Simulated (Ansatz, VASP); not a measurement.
MoS2 in VASP and in Ansatz

POSCAR

```
MoS2
1.0
    3.1840155185      0.0000000000      0.0000000000
   -1.5920077592      2.7574383250      0.0000000000
    0.0000000000      0.0000000000     28.3873198000
Mo S
3 6
Direct
    0.3333333333      0.6666666667      0.2281647700
    0.3333333333      0.6666666667      0.7718352300
    0.6666666667      0.3333333333      0.0000000000
    0.6666666667      0.3333333333      0.1734930900
    0.6666666667      0.3333333333      0.7171875100
    0.3333333333      0.6666666667      0.9453341200
    0.6666666667      0.3333333333      0.2828124900
    0.6666666667      0.3333333333      0.8265069100
    0.3333333333      0.6666666667      0.0546658800
```

File INCAR.step1:

```
PREC = Accurate
ENCUT = 520
ISMEAR = -1
SIGMA = 0.05
LREAL = F
LASPH = T
NELM = 100
NBANDS = 49
GGA = PE
ALGO = Normal
EDIFF = 1E-4
LWAVE = T
LCHARG = F
```

File INCAR.step2:

```
PREC = Accurate
ENCUT = 520
EDIFF = 1E-6
ISMEAR = -1
SIGMA = 0.05
LREAL = F
LASPH = T
NELM = 100
ALGO = Normal
ISIF = 2
LWAVE = F
LCHARG = F
METAGGA = R2SCAN
LMIXTAU = T
NBANDS = 49
ISTART = 1
```

KPOINTS

```
Automatic mesh
0
Gamma
  10 10 1
```

The input input.yaml:

```yaml
crystal:
  lattice:
    - [3.1840155185, 0.0, 0.0]
    - [-1.5920077592, 2.757438325, 0.0]
    - [0.0, 0.0, 28.3873198]
  atoms:
    - { symbol: Mo, position: [0.3333333333, 0.6666666667, 0.22816477] }
    - { symbol: Mo, position: [0.3333333333, 0.6666666667, 0.77183523] }
    - { symbol: Mo, position: [0.6666666667, 0.3333333333, 0.0] }
    - { symbol: S, position: [0.6666666667, 0.3333333333, 0.17349309] }
    - { symbol: S, position: [0.6666666667, 0.3333333333, 0.71718751] }
    - { symbol: S, position: [0.3333333333, 0.6666666667, 0.94533412] }
    - { symbol: S, position: [0.6666666667, 0.3333333333, 0.28281249] }
    - { symbol: S, position: [0.6666666667, 0.3333333333, 0.82650691] }
    - { symbol: S, position: [0.3333333333, 0.6666666667, 0.05466588] }
hamiltonian:
  xc: r2scan
  pseudopotentials: { kind: paw }
kpoints:
  mp_grid: { grid: [10, 10, 1] }
  band_path:
    path:
      - [[0.0, 0.0, 0.0], [0.5, 0.0, 0.0], [0.3333333333, 0.3333333333, 0.0], [0.0, 0.0, 0.0], [0.0, 0.0, 0.5], [0.5, 0.0, 0.5], [0.3333333333, 0.3333333333, 0.5], [0.0, 0.0, 0.5]]
      - [[0.5, 0.0, 0.5], [0.5, 0.0, 0.0]]
      - [[0.3333333333, 0.3333333333, 0.0], [0.3333333333, 0.3333333333, 0.5]]
    npoints: 10
scf:
  occupations: { method: fermi_dirac, width: 0.05 }
  n_extra_bands: 22
output:
  forces: true
  stress: true
  eigenvalues: true
  fatbands: true
```

Alike in both runs: functional r2SCAN; k mesh 10 × 10 × 1; occupations fermi-dirac, width 0.05 eV; no spin polarisation.

|  | VASP | Ansatz |
| --- | --- | --- |
| version | VASP 6.6.1 | Ansatz 0.2.0 |
| potentials or method | VASP PAW PBE potentials, release 64 (Mo_sv, S) | Ansatz PAW |
| plane-wave cutoff (eV) | 520 | 500 |
| valence electrons in the cell | 78 | 78 |
| task | single point | band structure |

Ansatz gave:

| Quantity | Value |
| --- | --- |
| gap on the k mesh at the Fermi level (eV) | 1.38 |
| least direct gap on the mesh (eV) | 1.99 |
| rms of the force components (eV/Å) | 0.008 |

Q: Which values does VASP return?

A: gap on the k mesh at the Fermi level (eV): 1.40; least direct gap on the mesh (eV): 2.00; rms of the force components (eV/Å): 0.009.

VASP's potentials were made for PBE, not for r2SCAN. Atom by atom the forces differ by 0.002 eV/Å (rms over components).

Noted on Ansatz's run: the k mesh misses the band edges, so the gap on the mesh is wider than the one along the path.
